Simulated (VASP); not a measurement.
# Ni (Pm-3m) in VASP: further runs

Ni is run at these levels: PBE; tasks: single point.

Everything below comes from runs of VASP 6.6.1. Logs are shortened: lines on timing, memory, paths and dates and some standing lists are left out, and cuts for length are marked.

## Step 1: The cell of the first run

The structure is cubic, space group Pm-3m (No. 221). The conventional cell has a = 2.324 Å, b = 2.324 Å, c = 2.324 Å, α = 90.00°, β = 90.00°, γ = 90.00°. Within 3.1 Å of Ni (site symmetry m-3m) lie 6 Ni at 2.32 Å.

This isn't the form of Ni at room conditions, which is fcc.

## Step 2: Single point, PBE, collinear spin, antiferromagnetic start

Input file INCAR:

```
SYSTEM = Ni
PREC     = Accurate       ! precision mode
ENCUT    = 520            ! plane-wave cutoff, eV
EDIFF    = 1E-6           ! SCF threshold, eV
ISMEAR   = -1             ! smearing method
SIGMA    = 0.05           ! smearing width, eV
LREAL    = .False.        ! projectors in reciprocal space
LASPH    = .True.         ! aspherical terms in the spheres
NELM     = 150            ! most SCF steps
ALGO     = Normal         ! electronic algorithm
ISIF     = 2              ! what is computed and relaxed
LWAVE    = .False.        ! write WAVECAR
LCHARG   = .False.        ! write CHGCAR
ISPIN    = 2              ! spin polarisation
MAGMOM   = 0.8 -0.8       ! initial moments
LORBIT   = 11             ! projections on sites
LMAXMIX  = 4              ! l up to which the mixer works
GGA      = PE             ! functional
NBANDS   = 21             ! bands
```

Input file KPOINTS:

```
regular mesh
0
Gamma
  19 19 19
  0 0 0
```

Input file POSCAR:

```
Ni
1.0
    0.0000000000      2.3241357468      2.3241357468
    2.3241357468      0.0000000000      2.3241357468
    2.3241357468      2.3241357468      0.0000000000
Ni
2
Direct
    0.0000000000      0.0000000000      0.0000000000
    0.5000000000      0.5000000000      0.5000000000
```

Potentials or basis: VASP PAW PBE potentials, release 64 (Ni).

Command:

```bash
cat potpaw_PBE.64/Ni/POTCAR > POTCAR
mpirun -np 1 vasp_std > vasp.out
```

OUTCAR:

```text
SYSTEM = Ni
   PREC = Accurate
   ENCUT = 520
   EDIFF = 1E-6
   ISMEAR = -1
   LREAL = .False.
   LASPH = .True.
   NELM = 150
   ISIF = 2
   ISPIN = 2
   LORBIT = 11
   GGA = PE

 ion  position               nearest neighbor table
   1  0.000  0.000  0.000-   2 2.32   2 2.32   2 2.32   2 2.32   2 2.32   2 2.32
   2  0.500  0.500  0.500-   1 2.32   1 2.32   1 2.32   1 2.32   1 2.32   1 2.32

  LATTYP: Found a face centered cubic cell.
 ALAT       =     4.6482714936

  Lattice vectors:

 A1 = (   0.0000000000,   2.3241357468,   2.3241357468)
 A2 = (   2.3241357468,   0.0000000000,   2.3241357468)
 A3 = (   2.3241357468,   2.3241357468,   0.0000000000)

Analysis of symmetry for initial positions (statically):
=====================================================================
 Subroutine PRICEL returns following result:

  LATTYP: Found a simple cubic cell.
 ALAT       =     2.3241357468

  Lattice vectors:

 A1 = (  -2.3241357468,   0.0000000000,   0.0000000000)
 A2 = (   0.0000000000,   0.0000000000,   2.3241357468)
 A3 = (   0.0000000000,   2.3241357468,   0.0000000000)

   2 primitive cells build up your supercell.

 Routine SETGRP: Setting up the symmetry group for a
 face centered cubic supercell.

 Subroutine GETGRP returns: Found 48 space group operations
 (whereof 48 operations were pure point group operations)
 out of a pool of 48 trial point group operations.

The static configuration has the point symmetry O_h .

Analysis of symmetry for dynamics (positions and initial velocities):
=====================================================================
 Subroutine PRICEL returns following result:

  LATTYP: Found a simple cubic cell.
 ALAT       =     2.3241357468

  Lattice vectors:

 A1 = (  -2.3241357468,   0.0000000000,   0.0000000000)
 A2 = (   0.0000000000,   0.0000000000,   2.3241357468)
 A3 = (   0.0000000000,   2.3241357468,   0.0000000000)

   2 primitive cells build up your supercell.

 Routine SETGRP: Setting up the symmetry group for a
 face centered cubic supercell.

 Subroutine GETGRP returns: Found 48 space group operations
 (whereof 48 operations were pure point group operations)
 out of a pool of 48 trial point group operations.

The dynamic configuration has the point symmetry O_h .

Analysis of structural, dynamic, and magnetic symmetry:
=====================================================================
 Subroutine PRICEL returns following result:

  LATTYP: Found a simple cubic cell.
 ALAT       =     2.3241357468

  Lattice vectors:

 A1 = (  -2.3241357468,   0.0000000000,   0.0000000000)
 A2 = (   0.0000000000,   0.0000000000,   2.3241357468)
 A3 = (   0.0000000000,   2.3241357468,   0.0000000000)

   2 primitive cells build up your supercell.

 Routine SETGRP: Setting up the symmetry group for a
 face centered cubic supercell.

 Subroutine GETGRP returns: Found 48 space group operations
 (whereof 48 operations were pure point group operations)
 out of a pool of 48 trial point group operations.

The overall configuration has the point symmetry O_h .

 Subroutine INISYM returns: Found 48 space group operations
 (whereof 48 operations are pure point group operations),
 and found     2 'primitive' translations

----------------------------------------------------------------------------------------

                                     Primitive cell

  volume of cell :      12.5541

  direct lattice vectors                    reciprocal lattice vectors
    -2.324135747  0.000000000  0.000000000    -0.430267467  0.000000000  0.000000000
     0.000000000  0.000000000  2.324135747     0.000000000  0.000000000  0.430267467
     0.000000000  2.324135747  0.000000000     0.000000000  0.430267467  0.000000000

  length of vectors
     2.324135747  2.324135747  2.324135747     0.430267467  0.430267467  0.430267467

  position of ions in fractional coordinates (direct lattice)
     0.000000000  0.000000000  0.000000000

  ion indices of the primitive-cell ions
   primitive index   ion index
                 1           1

----------------------------------------------------------------------------------------

 KPOINTS: regular mesh

Automatic generation of k-mesh.
 Grid dimensions read from file:
 generate k-points for:   19   19   19

 Generating k-lattice:

  Cartesian coordinates                     Fractional coordinates (reciprocal lattice)
    -0.011322828  0.011322828  0.011322828     0.052631579  0.000000000  0.000000000
     0.011322828 -0.011322828  0.011322828     0.000000000  0.052631579  0.000000000
     0.011322828  0.011322828 -0.011322828     0.000000000  0.000000000  0.052631579

  Length of vectors
     0.019611714  0.019611714  0.019611714

  Shift w.r.t. Gamma in fractional coordinates (k-lattice)
     0.000000000  0.000000000  0.000000000

 Subroutine IBZKPT returns following result:
 ===========================================

 Found    220 irreducible k-points:

 Following reciprocal coordinates:
            Coordinates               Weight
  0.000000  0.000000  0.000000      1.000000
  0.052632  0.000000  0.000000      8.000000
  0.105263  0.000000  0.000000      8.000000
  0.157895  0.000000  0.000000      8.000000
  0.210526  0.000000  0.000000      8.000000
  0.263158  0.000000  0.000000      8.000000
[... 16 lines left out ...]
 -0.315789  0.052632  0.000000     24.000000
 -0.263158  0.052632  0.000000     24.000000
 [... further k-points ...]
   k-points           NKPTS =    220   k-points in BZ     NKDIM =    220   number of bands    NBANDS=     21
   number of dos      NEDOS =    301   number of ions     NIONS =      2
   total plane-waves  NPLWV =  13824
   dimension x,y,z NGX =    24 NGY =   24 NGZ =   24
   dimension x,y,z NGXF=    48 NGYF=   48 NGZF=   48
   ions per type =               2
   NGX,Y,Z   is equivalent  to a cutoff of  12.14, 12.14, 12.14 a.u.
   NGXF,Y,Z  is equivalent  to a cutoff of  24.28, 24.28, 24.28 a.u.
 SYSTEM =  Ni
   PREC   = accura    normal or accurate (medium, high low for compatibility)
   ISTART =      0    job   : 0-new  1-cont  2-samecut
   ICHARG =      2    charge: 1-file 2-atom 10-const
   ISPIN  =      2    spin polarized calculation?
   LNONCOLLINEAR =      F non collinear calculations
   LSORBIT =      F    spin-orbit coupling
   LASPH  =      T    aspherical Exc in radial PAW
   ENCUT  =  520.0 eV  38.22 Ry    6.18 a.u.   6.11  6.11  6.11*2*pi/ulx,y,z
   NELM   =    150;   NELMIN=  2; NELMDL= -5     # of ELM steps
   EDIFF  = 0.1E-05   stopping-criterion for ELM
   LREAL  =      F    real-space projection
   EDIFFG = 0.1E-04   stopping-criterion for IOM
   NSW    =      0    number of steps for IOM
   IBRION =     -1    ionic relax: 0-MD 1-quasi-New 2-CG
   NFREE  =      0    steps in history (QN), initial steepest desc. (CG)
   ISIF   =      2    stress and relaxation
   ISYM   =      2    0-nonsym 1-usesym 2-fastsym
   POTIM  = 0.5000    time-step for ionic-motion
   TEBEG  =    0.0;   TEEND  =   0.0 temperature during run
   PSTRESS=    0.0 pullay stress
   NELECT =      20.0000    total number of electrons
   NUPDOWN=      -1.0000    fix difference up-down
   EMIN   =  10.00;   EMAX   =-10.00  energy-range for DOS
   EFERMI =   0.00;   METHOD = LEGACY
   ISMEAR =    -1;   SIGMA  =   0.05  broadening in eV -4-tet -1-fermi 0-gaus
   EFERMI_NEDOS =   21; number of points for ismear=-14 and -15
   IALGO  =     38    algorithm
   IMIX   =      4    mixing-type and parameters
     AMIX     =   0.40;   BMIX     =  1.00
     AMIX_MAG =   1.60;   BMIX_MAG =  1.00
  volume/ion in A,a.u.               =      12.55        84.72
  Fermi-wavevector in a.u.,A,eV,Ry     =   1.517563  2.867778 31.334175  2.302997
  Thomas-Fermi vector in A             =   2.626801
   LORBIT       =     11    0 simple, 1 ext, 2 COOP (PROOUT), +10 PAW based schemes
   GGA     = PE    functional components
   LHFCALC =     F    Hartree Fock is set to
   AEXX    =    0.0000 exact exchange contribution
   IVDW    =     0    specifies the selected vdW correction
   LEPSILON=     F    determine dielectric tensor
   LRPA    =     F    only Hartree local field effects (RPA)
 spin polarized calculation
  energy-cutoff  :      520.00
  volume of cell :       25.11
 maximum number of plane-waves:       688
   NGX = 13   NGY = 13   NGZ = 13

 number of electron      20.0000005 magnetization       0.0000000

 number of electron      20.0000005 magnetization      -0.0000000

 Free energy of the ion-electron system (eV)
  ---------------------------------------------------
  ext. energy  EPLUGINS =         0.00000000
  ---------------------------------------------------
  free energy    TOTEN  =        -9.53465098 eV

  energy without entropy =       -9.49142962  energy(sigma->0) =       -9.51304030

 E-fermi :   7.4212     XC(G=0): -12.3290

 val. band max:        7.4210996413   @ k =   0.3684   0.2105   0.0000
 cond. band min:       7.4213808320   @ k =   0.1053   0.0000   0.0000
 fundamental gap:      0.0002811908
 Fermi energy:         7.4212310386

 spin component 1

 k-point     1 :       0.0000    0.0000    0.0000
  band No.  band energies     occupation
      1      -0.4877      1.00000
      2       4.1484      1.00000
      3       4.1484      1.00000
      4       4.5071      1.00000
      5       4.5071      1.00000
      6       4.5071      1.00000
[... 550 lines left out ...]
      5       5.0722      1.00000
      6       5.1927      1.00000
[... 13 lines left out ...]
     20      28.4194      0.00000
     21      31.1729      0.00000

 [... further k-points ...]

 spin component 2

 k-point     1 :       0.0000    0.0000    0.0000
  band No.  band energies     occupation
      1      -0.4877      1.00000
      2       4.1484      1.00000
      3       4.1484      1.00000
      4       4.5071      1.00000
      5       4.5071      1.00000
      6       4.5071      1.00000
[... 550 lines left out ...]
      5       5.0722      1.00000
      6       5.1927      1.00000
[... 13 lines left out ...]
     20      28.4194      0.00000
     21      31.1729      0.00000

 [... further k-points ...]

------------------------ aborting loop because EDIFF is reached ----------------------------------------

  FORCE on cell =-STRESS in cart. coord.  units (eV):
  Direction    XX          YY          ZZ          XY          YZ          ZX
  --------------------------------------------------------------------------------------
  -------------------------------------------------------------------------------------
  Total       -0.0090288     -0.0090288     -0.0090288      0.0000000     -0.0000000     -0.0000000
  in kB       -0.5761367     -0.5761367     -0.5761367      0.0000000     -0.0000000     -0.0000000
  external PRESSURE =      -0.5761367 kB  Pullay stress =       0.0000000 kB

 VOLUME and BASIS-vectors are now :
 -----------------------------------------------------------------------------
  energy-cutoff  :      520.00
  volume of cell :       25.11
      direct lattice vectors                 reciprocal lattice vectors
     0.000000000  2.324135747  2.324135747    -0.215133733  0.215133733  0.215133733
     2.324135747  0.000000000  2.324135747     0.215133733 -0.215133733  0.215133733
     2.324135747  2.324135747  0.000000000     0.215133733  0.215133733 -0.215133733

 POSITION                                       TOTAL-FORCE (eV/Angst)
 -----------------------------------------------------------------------------------
      0.00000      0.00000      0.00000         0.000000     -0.000000     -0.000000
      2.32414      2.32414      2.32414        -0.000000      0.000000      0.000000
 -----------------------------------------------------------------------------------
    total drift:                                0.000000     -0.000000      0.000000

  FREE ENERGIE OF THE ION-ELECTRON SYSTEM (eV)
  ---------------------------------------------------
  free  energy   TOTEN  =        -9.5346509755 eV

  energy  without entropy=       -9.4914296178  energy(sigma->0) =       -9.51304030

 total charge

# of ion       s       p       d       tot
------------------------------------------
    1        0.507   0.383   8.367   9.258
    2        0.507   0.383   8.367   9.258
--------------------------------------------------
tot          1.015   0.766  16.734  18.515

 magnetization (x)

# of ion       s       p       d       tot
------------------------------------------
    1       -0.000   0.000  -0.000  -0.000
    2        0.000  -0.000   0.000   0.000
--------------------------------------------------
tot          0.000   0.000   0.000   0.000
```

Run time: 3 min. Hardware: 1 thread of Intel Xeon 8259CL, shared host; peak memory 0.27 GiB.

What came out:

| Quantity | Value |
| --- | --- |
| Free energy | -9.5347 eV |
| Pressure | -0.1 GPa |
| Band gap on the k mesh | zero (filled and empty bands overlap) |
| Net moment | 0.00 μB per cell |
| Valence electrons inside the program's atomic spheres | Ni 9.26 |

Levels at points of the mesh, in eV from the Fermi level:
Spin up:
```
           k point  band 6  band 7  band 8  band 9  band 10  band 11  band 12  band 13  band 14  band 15
(0.00, 0.00, 0.00)   -2.91    0.07    0.07    0.07     0.83     0.83    11.92    11.92    11.92    13.91
```
Spin down:
```tsv
k point	band 6	band 7	band 8	band 9	band 10	band 11	band 12	band 13	band 14	band 15
(0.00, 0.00, 0.00)	-2.91	0.07	0.07	0.07	0.83	0.83	11.92	11.92	11.92	13.91
```

Caveat: the moments typed at the start vanished in this run.

(Part 1 of 2 ends here.)

The gap in the log of VASP goes by the Fermi energy; the results here count the filled bands.